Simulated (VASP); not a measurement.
SiC (ke600): vibrations by perturbation theory with LDA

Crystal: SiC (ke600).

```xyz
2
Lattice="0.0000 2.1645 2.1645 2.1645 0.0000 2.1645 2.1645 2.1645 0.0000" Properties=species:S:1:pos:R:3 pbc="T T T"
Si    3.2467    3.2467    3.2467
C     0.0000    0.0000    0.0000
```

- Program: VASP 6.6.1
- Task: vibrations by perturbation theory
- Functional: LDA
- Potentials or basis: VASP PAW LDA potentials, release 64 (Si, C)
- Cutoff: 520 eV
- k mesh: 10 × 10 × 10
- Occupations: gaussian, width 0.01 eV
- Spin: no spin polarisation
- Dipole correction: no
- Further INCAR settings: ALGO = Normal; EDIFF = 1e-08; IBRION = 8; NSW = 1

```
Electronic dielectric tensor (diagonal)                 : 6.97
Born charges (mean of the diagonal)                     : Si +2.72; C -2.72 e
Highest phonon frequency at Γ, LO-TO splitting left out : 798 cm⁻¹
```

Phonon frequencies in cm⁻¹ (negative: imaginary):
```
              q point        frequencies
(0.000, 0.000, 0.000)  0 0 0 798 798 798
```

Electronic dielectric tensor:
```
6.97 0.00 0.00
0.00 6.97 0.00
0.00 0.00 6.97
```

Born effective charge tensors (e):
atom 1, Si
```
2.72 0.00 0.00
0.00 2.72 0.00
0.00 0.00 2.72
```
atom 2, C
```
-2.72  0.00  0.00
 0.00 -2.72  0.00
 0.00  0.00 -2.72
```

Wall time 2.2 min on 1 thread of Intel(R) Xeon(R) Platinum 8259CL CPU @ 2.50GHz (Skylake/Cascade Lake), with other jobs on the host, peak memory 0.19 GiB.
